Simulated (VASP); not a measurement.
Input of a VASP 6.6.1 run:

File POSCAR:

```
SnO2
1.0
    4.7598181121      0.0000000000      0.0000000000
    0.0000000000      4.7600576133      0.0000000000
    0.0000000000      0.0000000000      3.2007107582
Sn O
2 4
Direct
    0.5000000000      0.5000000000      0.5000000000
    0.0000000000      0.0000000000      0.0000000000
    0.3504316774      0.2613952761      0.0000000000
    0.8504316774      0.2386047239      0.5000000000
    0.1495683226      0.7613952761      0.5000000000
    0.6495683226      0.7386047239      0.0000000000
```

The input INCAR.step1:

```
PREC = Accurate
ENCUT = 520
ISMEAR = 0
SIGMA = 0.05
LREAL = F
LASPH = T
NELM = 60
NBANDS = 35
GGA = PE
ALGO = Normal
EDIFF = 1E-4
LWAVE = T
LCHARG = F
```

Contents of INCAR.step2:

```
PREC = Accurate
ENCUT = 520
EDIFF = 1E-7
ISMEAR = 0
SIGMA = 0.05
LREAL = F
LASPH = T
NELM = 60
ALGO = Normal
ISIF = 2
LWAVE = F
LCHARG = F
METAGGA = R2SCAN
LMIXTAU = T
NBANDS = 35
ISTART = 1
```

KPOINTS

```
Automatic mesh
0
Gamma
  6 6 8
```

Potentials or basis: VASP PAW PBE potentials, release 64 (Sn_d, O).

The run is started by

```sh
$ cat potpaw_PBE.64/Sn_d/POTCAR potpaw_PBE.64/O/POTCAR > POTCAR
$ cp INCAR.step1 INCAR
$ mpirun -np 1 vasp_std > vasp.out
$ cp INCAR.step2 INCAR
$ mpirun -np 1 vasp_std > vasp.out
```

Question: What does it give for the largest force?

Answer: 0.532 eV/Å.

Question: What does it give for the band gap on the k mesh?

Answer: 1.98 eV (least direct gap 2.10 eV).

Stress tensor (GPa, compression positive):
```
-1.52  0.00  0.00
 0.00 -4.72  0.00
 0.00  0.00 -3.16
```

Caveat: the cell differs from its parent crystal (atoms displaced along a vibrational mode); the cell stands under tension; the PAW data sets were made with another functional, which shifts forces and pressure a little; spin-orbit coupling is left out, which moves the levels of the heavy elements. A k mesh can miss the band edges.
